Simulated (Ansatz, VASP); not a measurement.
## ZrB in VASP and in Ansatz

```xyz
2
Lattice="0.0000 2.3250 2.3250 2.3250 0.0000 2.3250 2.3250 2.3250 0.0000" Properties=species:S:1:pos:R:3 pbc="T T T"
Zr    0.0000    0.0000    0.0000
B     2.3250    2.3250    1.9500
```

Change from the starting cell: all B atoms moved +0.375 Å, as atom 2 towards its neighbour atom 1 (Zr) at 2.325 Å.

Alike in both runs: task single point; functional PBEsol; k mesh 18 × 18 × 18; occupations gaussian, width 0.15 eV; no spin polarisation.

```csv
,VASP,Ansatz
version,VASP 6.6.1,Ansatz 0.2.0
potentials or method,"VASP PAW PBE potentials, release 64 (Zr_sv, B), cutoff 520 eV","scalar-relativistic, plane waves, PAW"
valence electrons in the cell,15,15
```

```csv
,VASP,Ansatz,Ansatz less VASP
gap on the k mesh at the Fermi level (eV),none,none,-
rms of the force components (eV/Å),3.137,3.115,-0.0227
```

VASP's potentials were made for PBE, not for PBEsol. Atom by atom the forces differ by 0.023 eV/Å (rms over components). A gap of «none» marks a metal or a gap that the smearing closes.
